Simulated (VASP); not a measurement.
# KMgF3 (P6_3/mmc) in VASP: a series of runs

Runs on KMgF3. Level: PBE. Tasks: single point, relaxation of cell and atoms.

Everything below comes from runs of VASP 6.6.1. Logs are shortened: lines on timing, memory, paths and dates and some standing lists are left out, and cuts for length are marked.

## 1. The cell of the first run

It takes space group P6_3/mmc (No. 194, hexagonal). The conventional cell has a = 5.559 Å, b = 5.559 Å, c = 4.749 Å, α = 90.00°, β = 90.00°, γ = 120.00°. Within 2.4 Å of K (site symmetry -3m) lie 6 F at 1.84 Å and 2 K at 2.37 Å. Within 3.7 Å of Mg (site symmetry -6m2) lie 12 F at 2.79 to 2.98 Å and 6 K at 3.42 Å. F (site symmetry mm2) has 2 K at 1.84 Å and 2 F at 2.43 Å within 2.5 Å.

## 2. Single point, PBE

INCAR

```
SYSTEM = KMgF3
ALGO = Normal ; EDIFF = 1E-6
ENCUT = 840 ; GGA = PE
GGA_COMPAT = .FALSE. ; ISIF = 2
ISMEAR = 0 ; LASPH = .TRUE.
LCHARG = .TRUE. ; LELF = .TRUE.
LREAL = .FALSE. ; LVHAR = .TRUE.
LWAVE = .FALSE. ; NBANDS = 51
NELM = 120 ; PREC = Accurate
SIGMA = 0.1
```

KPOINTS

```
k-points
0
G
  6 6 4
  0 0 0
```

POSCAR

```
KMgF3
1.0
    5.5588457100      0.0000000000      0.0000000000
   -2.7794228550      4.8141016005      0.0000000000
    0.0000000000      0.0000000000      4.7492092122
K Mg F
2 2 6
Direct
    0.0000000000      0.0000000000      0.5000000000
    0.0000000000      0.0000000000      0.0000000000
    0.3333333333      0.6666666667      0.7500000000
    0.6666666667      0.3333333333      0.2500000000
    0.1460000000      0.2919999999      0.2500000000
    0.8540000000      0.1460000000      0.7500000000
    0.8540000000      0.7080000001      0.7500000000
    0.1460000000      0.8540000000      0.2500000000
    0.7080000001      0.8540000000      0.2500000000
    0.2919999999      0.1460000000      0.7500000000
```

Potentials or basis: VASP PAW PBE potentials, release 64 (K_sv, Mg_sv, F).

Launch:

```console
> cat potpaw_PBE.64/K_sv/POTCAR potpaw_PBE.64/Mg_sv/POTCAR potpaw_PBE.64/F/POTCAR > POTCAR
> mpirun -np 1 vasp_std > vasp.out
```

OUTCAR:

```text
SYSTEM = KMgF3
   EDIFF = 1E-6
   ENCUT = 840
   GGA = PE
   ISIF = 2
   ISMEAR = 0
   LASPH = .TRUE.
   LREAL = .FALSE.
   NELM = 120
   PREC = Accurate

 ion  position               nearest neighbor table
   1  0.000  0.000  0.500-   5 1.84   7 1.84   9 1.84  10 1.84   6 1.84   8 1.84   2 2.37   2 2.37

   2  0.000  0.000  0.000-   5 1.84   7 1.84   9 1.84  10 1.84   6 1.84   8 1.84   1 2.37   1 2.37

   3  0.333  0.667  0.750-
   4  0.667  0.333  0.250-
   5  0.146  0.292  0.250-   1 1.84   2 1.84
   6  0.854  0.146  0.750-   1 1.84   2 1.84
   7  0.854  0.708  0.750-   1 1.84   2 1.84
   8  0.146  0.854  0.250-   1 1.84   2 1.84
   9  0.708  0.854  0.250-   1 1.84   2 1.84
  10  0.292  0.146  0.750-   1 1.84   2 1.84

  LATTYP: Found a hexagonal cell.
 ALAT       =     5.5588457100
 C/A-ratio  =     0.8543516874

  Lattice vectors:

 A1 = (   5.5588457100,   0.0000000000,   0.0000000000)
 A2 = (  -2.7794228550,   4.8141016005,   0.0000000000)
 A3 = (   0.0000000000,   0.0000000000,   4.7492092122)

Analysis of symmetry for initial positions (statically):
=====================================================================
 Subroutine PRICEL returns:
 Original cell was already a primitive cell.

 Routine SETGRP: Setting up the symmetry group for a
 hexagonal supercell.

 Subroutine GETGRP returns: Found 24 space group operations
 (whereof 12 operations were pure point group operations)
 out of a pool of 24 trial point group operations.

The static configuration has the point symmetry D_3d.
 The point group associated with its full space group is D_6h.

Analysis of symmetry for dynamics (positions and initial velocities):
=====================================================================
 Subroutine PRICEL returns:
 Original cell was already a primitive cell.

 Routine SETGRP: Setting up the symmetry group for a
 hexagonal supercell.

 Subroutine GETGRP returns: Found 24 space group operations
 (whereof 12 operations were pure point group operations)
 out of a pool of 24 trial point group operations.

The dynamic configuration has the point symmetry D_3d.
 The point group associated with its full space group is D_6h.

 Subroutine INISYM returns: Found 24 space group operations
 (whereof 12 operations are pure point group operations),
[... 113 lines left out ...]
   NFREE  =      0    steps in history (QN), initial steepest desc. (CG)
   ISIF   =      2    stress and relaxation
   ISYM   =      2    0-nonsym 1-usesym 2-fastsym
   POTIM  = 0.5000    time-step for ionic-motion
   TEBEG  =    0.0;   TEEND  =   0.0 temperature during run
   PSTRESS=    0.0 pullay stress
   NELECT =      80.0000    total number of electrons
   NUPDOWN=      -1.0000    fix difference up-down
   EMIN   =  10.00;   EMAX   =-10.00  energy-range for DOS
   EFERMI =   0.00;   METHOD = LEGACY
   ISMEAR =     0;   SIGMA  =   0.10  broadening in eV -4-tet -1-fermi 0-gaus
   EFERMI_NEDOS =   21; number of points for ismear=-14 and -15
   IALGO  =     38    algorithm
   IMIX   =      4    mixing-type and parameters
     AMIX     =   0.40;   BMIX     =  1.00
     AMIX_MAG =   1.60;   BMIX_MAG =  1.00
  volume/ion in A,a.u.               =      12.71        85.77
  Fermi-wavevector in a.u.,A,eV,Ry     =   1.403022  2.651327 26.782665  1.968470
  Thomas-Fermi vector in A             =   2.525725
   LORBIT       =      0    0 simple, 1 ext, 2 COOP (PROOUT), +10 PAW based schemes
   GGA     = PE    functional components
   LHFCALC =     F    Hartree Fock is set to
   AEXX    =    0.0000 exact exchange contribution
   IVDW    =     0    specifies the selected vdW correction
   LEPSILON=     F    determine dielectric tensor
   LRPA    =     F    only Hartree local field effects (RPA)
 non-spin polarized calculation
 Gauss-broadening in eV      SIGMA  =   0.10
  energy-cutoff  :      840.00
  volume of cell :      127.09
 maximum number of plane-waves:      7049
 NGX is ok and might be reduce to    54
   NGX = 27   NGY = 27   NGZ = 23

 number of electron      80.0000004 magnetization

 Free energy of the ion-electron system (eV)
  ---------------------------------------------------
  ext. energy  EPLUGINS =         0.00000000
  ---------------------------------------------------
  free energy    TOTEN  =       -11.04263658 eV

  energy without entropy =      -11.03492023  energy(sigma->0) =      -11.03877841

 E-fermi :   2.1433     XC(G=0):  -9.6424

 val. band max:        2.1201162129   @ k =   0.1667   0.0000   0.0000
 cond. band min:       2.1684376797   @ k =   0.3333   0.3333   0.0000
 fundamental gap:      0.0483214668
 Fermi energy:         2.1432931421

 k-point     1 :       0.0000    0.0000    0.0000
  band No.  band energies     occupation
      1     -76.3563      2.00000
      2     -76.3561      2.00000
      3     -43.1121      2.00000
      4     -43.1121      2.00000
      5     -43.1115      2.00000
      6     -43.1115      2.00000
[... 1123 lines left out ...]
     50      12.4243      0.00000
     51      12.8710      0.00000

------------------------ aborting loop because EDIFF is reached ----------------------------------------

  FORCE on cell =-STRESS in cart. coord.  units (eV):
  Direction    XX          YY          ZZ          XY          YZ          ZX
  --------------------------------------------------------------------------------------
  -------------------------------------------------------------------------------------
  Total       56.3446522     56.3446522     91.8011974      0.0000000      0.0000000      0.0000000
  in kB      710.3004854    710.3004854   1157.2781546      0.0000000      0.0000000      0.0000000
  external PRESSURE =     859.2930418 kB  Pullay stress =       0.0000000 kB

 VOLUME and BASIS-vectors are now :
 -----------------------------------------------------------------------------
  energy-cutoff  :      840.00
  volume of cell :      127.09
      direct lattice vectors                 reciprocal lattice vectors
     5.558845710  0.000000000  0.000000000     0.179893462  0.103861539  0.000000000
    -2.779422855  4.814101600  0.000000000     0.000000000  0.207723078  0.000000000
     0.000000000  0.000000000  4.749209212     0.000000000  0.000000000  0.210561370

 POSITION                                       TOTAL-FORCE (eV/Angst)
 -----------------------------------------------------------------------------------
      0.00000      0.00000      2.37460        -0.000000      0.000000     -0.000000
      0.00000      0.00000      0.00000         0.000000      0.000000     -0.000000
     -0.00000      3.20940      3.56191        -0.000000      0.000000      0.000000
      2.77942      1.60470      1.18730         0.000000     -0.000000      0.000000
      0.00000      1.40572      1.18730        -0.000000     16.073548      0.000000
      4.34146      0.70286      3.56191       -13.920101      8.036774     -0.000000
      2.77942      3.40838      3.56191         0.000000    -16.073548     -0.000000
     -1.56204      4.11124      1.18730        13.920101     -8.036774     -0.000000
      1.56204      4.11124      1.18730       -13.920101     -8.036774     -0.000000
      1.21739      0.70286      3.56191        13.920101      8.036774     -0.000000
 -----------------------------------------------------------------------------------
    total drift:                                0.000000      0.000000      0.000000

  FREE ENERGIE OF THE ION-ELECTRON SYSTEM (eV)
  ---------------------------------------------------
  free  energy   TOTEN  =       -11.0426365820 eV

  energy  without entropy=      -11.0349202291  energy(sigma->0) =      -11.03877841
```

OSZICAR:

```text
N       E                     dE             d eps       ncg     rms          rms(c)
DAV:   1     0.116868485858E+04    0.11687E+04   -0.61703E+04  2166   0.239E+03
DAV:   2     0.814961760602E+02   -0.10872E+04   -0.10279E+04  2287   0.614E+02
DAV:   3    -0.173556948962E+02   -0.98852E+02   -0.97918E+02  2862   0.174E+02
DAV:   4    -0.264606408178E+02   -0.91049E+01   -0.90473E+01  3628   0.384E+01
DAV:   5    -0.272022801087E+02   -0.74164E+00   -0.74156E+00  2665   0.663E+00    0.869E+01
DAV:   6    -0.128880320339E+02    0.14314E+02   -0.33397E+01  2397   0.287E+01    0.532E+01
DAV:   7    -0.111104632447E+02    0.17776E+01   -0.37852E+00  2958   0.159E+01    0.341E+00
DAV:   8    -0.110800178631E+02    0.30445E-01   -0.93054E-01  2450   0.458E+00    0.209E+00
DAV:   9    -0.110590098126E+02    0.21008E-01   -0.11234E-01  2520   0.200E+00    0.163E+00
DAV:  10    -0.110421186584E+02    0.16891E-01   -0.48737E-02  2468   0.114E+00    0.631E-01
DAV:  11    -0.110427518191E+02   -0.63316E-03   -0.48410E-03  2511   0.395E-01    0.159E-01
DAV:  12    -0.110428053825E+02   -0.53563E-04   -0.23887E-03  2627   0.290E-01    0.196E-01
DAV:  13    -0.110426348081E+02    0.17057E-03   -0.48564E-04  2544   0.116E-01    0.298E-02
DAV:  14    -0.110426358669E+02   -0.10588E-05   -0.19300E-05  2381   0.225E-02    0.140E-02
DAV:  15    -0.110426365820E+02   -0.71508E-06   -0.32748E-06  2099   0.115E-02
   1 F= -.11042637E+02 E0= -.11038778E+02  d E =-.771635E-02
```

Wall time 3.5 min (1 thread of Intel Xeon Platinum 8488C (Sapphire Rapids), shared host); peak memory 0.48 GiB.

What came out:

```yaml
Free_energy: -11.0426 eV
Pressure: 85.9 GPa
Largest_force: 16.074 eV/Å
Band_gap_on_the_k_mesh: zero (bands 40 and 41 overlap by 0.37 eV)
```

Forces on the atoms (eV/Å):
```
K     0.000   0.000   0.000
K     0.000   0.000   0.000
Mg    0.000   0.000   0.000
Mg    0.000   0.000   0.000
F     0.000  16.074   0.000
F   -13.920   8.037   0.000
F     0.000 -16.074   0.000
F    13.920  -8.037   0.000
F   -13.920  -8.037   0.000
F    13.920   8.037   0.000
```

Levels at points of the mesh, in eV from the Fermi level:
```tsv
k point	band 38	band 39	band 40	band 41	band 42	band 43
(0.00, 0.00, 0.00)	-0.97	-0.97	-0.85	-0.35	1.75	5.03
(0.50, 0.00, 0.00)	-1.26	-1.03	-0.04	1.31	1.32	4.79
(0.00, 0.00, 0.50)	-1.27	-1.27	-1.27	1.14	1.14	5.62
(0.50, 0.00, 0.50)	-1.17	-0.72	-0.72	1.54	1.54	3.98
```

Caveat: the stress differs along the axes, from 71 to 116 GPa; semilocal functionals underestimate gaps, and a narrow one can read as zero; forces of over 1 eV/Å act on the atoms, so gaps and moduli don't describe the material at rest.

## 3. Relaxation of cell and atoms, PBE

This run uses another cell than the first one, of 15.72 Å³/atom.

INCAR

```
SYSTEM = KMgF3
ALGO = Normal ; EDIFF = 1E-7
EDIFFG = -0.01 ; ENCUT = 600
GGA = PE ; IBRION = 2
ISIF = 3 ; ISMEAR = 0
LASPH = .TRUE. ; LCHARG = .FALSE.
LREAL = .FALSE. ; LWAVE = .FALSE.
NELM = 100 ; NSW = 100
PREC = Accurate ; SIGMA = 0.02
```

KPOINTS

```
k-points
0
G
  6 6 6
  0 0 0
```

POSCAR

```
KMgF3
1.0
    6.2950643452      0.0000000000      0.0000000000
   -3.1475321726      5.4516856414      0.0000000000
    0.0000000000      0.0000000000      4.5810071170
K Mg F
2 2 6
Direct
    0.0000000000      0.0000000000      0.5000000000
    0.0000000000      0.0000000000      0.0000000000
    0.3333333333      0.6666666667      0.7500000000
    0.6666666667      0.3333333333      0.2500000000
    0.1990644839      0.3981289678      0.2500000000
    0.8009355161      0.1990644839      0.7500000000
    0.8009355161      0.6018710322      0.7500000000
    0.1990644839      0.8009355161      0.2500000000
    0.6018710322      0.8009355161      0.2500000000
    0.3981289678      0.1990644839      0.7500000000
```

Potentials or basis: VASP PAW PBE potentials, release 64 (K_sv, Mg, F).

Launch:

```console
> cat potpaw_PBE.64/K_sv/POTCAR potpaw_PBE.64/Mg/POTCAR potpaw_PBE.64/F/POTCAR > POTCAR
> mpirun -np 1 vasp_std > vasp.out
```

OUTCAR:

```text
SYSTEM = KMgF3
   EDIFF = 1E-7
   EDIFFG = -0.01
   ENCUT = 600
   GGA = PE
   IBRION = 2
   ISIF = 3
   ISMEAR = 0
   LASPH = .TRUE.
   LREAL = .FALSE.
   NELM = 100
   NSW = 100
   PREC = Accurate

 ion  position               nearest neighbor table
   1  0.000  0.000  0.500-   2 2.29   2 2.29   7 2.45   5 2.45  10 2.45   9 2.45   8 2.45   6 2.45

   2  0.000  0.000  0.000-   1 2.29   1 2.29   7 2.45   5 2.45  10 2.45   9 2.45   8 2.45   6 2.45

   3  0.333  0.667  0.750-   8 2.72   8 2.72   5 2.72   5 2.72   9 2.72   9 2.72
   4  0.667  0.333  0.250-   6 2.72   6 2.72   7 2.72   7 2.72  10 2.72  10 2.72
   5  0.199  0.398  0.250-   1 2.45   2 2.45   3 2.72   3 2.72
[... 1266 lines left out ...]
 VOLUME and BASIS-vectors are now :
 -----------------------------------------------------------------------------
  energy-cutoff  :      600.00
  volume of cell :      158.32
      direct lattice vectors                 reciprocal lattice vectors
     6.306145993  0.000000000  0.000000000     0.158575460  0.091553584  0.000000000
    -3.153072996  5.461282630  0.000000000    -0.000000000  0.183107169  0.000000000
     0.000000000 -0.000000000  4.597142426     0.000000000 -0.000000000  0.217526434

 POSITION                                       TOTAL-FORCE (eV/Angst)
 -----------------------------------------------------------------------------------
      0.00000     -0.00000      2.29857        -0.000000     -0.000000     -0.000000
      6.30615      0.00000      0.00000         0.000000     -0.000000     -0.000000
     -0.00000      3.64086      3.44786         0.000000     -0.000000     -0.000000
      3.15307      1.82043      1.14929        -0.000000     -0.000000      0.000000
      0.00000      2.17664      1.14929         0.000000     -0.003357     -0.000000
      4.42112      1.08832      3.44786         0.002907     -0.001678     -0.000000
      3.15307      3.28464      3.44786        -0.000000      0.003357      0.000000
     -1.26805      4.37296      1.14929        -0.002907      0.001678      0.000000
      1.26805      4.37296      1.14929         0.002907      0.001678      0.000000
      1.88503      1.08832      3.44786        -0.002907     -0.001678     -0.000000
 -----------------------------------------------------------------------------------
    total drift:                               -0.000000      0.000000     -0.000000

  FREE ENERGIE OF THE ION-ELECTRON SYSTEM (eV)
  ---------------------------------------------------
  free  energy   TOTEN  =       -35.4094931549 eV

  energy  without entropy=      -35.4094931549  energy(sigma->0) =      -35.40949315

 reached required accuracy - stopping structural energy minimisation
```

Wall time 12 min (1 thread of Intel Xeon 8259CL, shared host); peak memory 0.43 GiB.

What came out:

```yaml
Free_energy: -35.4095 eV
Relaxed_volume: 15.83 Å³/atom
Relaxed_cell: a = 6.306 Å, b = 6.306 Å, c = 4.597 Å, α = 90.00°, β = 90.00°, γ = 120.00°
Space_group_after_relaxing_to_0.1_Å: P6_3/mmc (No. 194)
Energy_gained_by_relaxing: 0.2 meV/atom
Ionic_steps: 2
Pressure_after_relaxing: 0.1 GPa
Largest_force_after_relaxing: 0.003 eV/Å
Band_gap_on_the_k_mesh: 2.02 eV
```

Forces in eV/Å, atoms in the order of the input:
```
K    0.000  0.000  0.000
K    0.000  0.000  0.000
Mg   0.000  0.000  0.000
Mg   0.000  0.000  0.000
F    0.000 -0.003  0.000
F    0.003 -0.002  0.000
F    0.000  0.003  0.000
F   -0.003  0.002  0.000
F    0.003  0.002  0.000
F   -0.003 -0.002  0.000
```

The path:
| step | energy change (eV) | largest force (eV/Å) | pressure (GPa) | volume (Å³) |
| --- | --- | --- | --- | --- |
| 1 | 0.0000 | 0.0486 | 0.50 | 157.21 |
| 2 | -0.0024 | 0.0034 | 0.06 | 158.32 |

Final structure:
```yaml
crystal:
  lattice:
    - [6.30615, 0.00000, 0.00000]
    - [-3.15307, 5.46128, 0.00000]
    - [0.00000, 0.00000, 4.59714]
  atoms:
    - { symbol: K, position: [0.00000, 0.00000, 0.50000] }
    - { symbol: K, position: [0.00000, 0.00000, 0.00000] }
    - { symbol: Mg, position: [0.33333, 0.66667, 0.75000] }
    - { symbol: Mg, position: [0.66667, 0.33333, 0.25000] }
    - { symbol: F, position: [0.19928, 0.39856, 0.25000] }
    - { symbol: F, position: [0.80072, 0.19928, 0.75000] }
    - { symbol: F, position: [0.80072, 0.60144, 0.75000] }
    - { symbol: F, position: [0.19928, 0.80072, 0.25000] }
    - { symbol: F, position: [0.60144, 0.80072, 0.25000] }
    - { symbol: F, position: [0.39856, 0.19928, 0.75000] }
```

A k mesh can miss the band edges.

The gap in the log of VASP goes by the Fermi energy; the results here count the filled bands.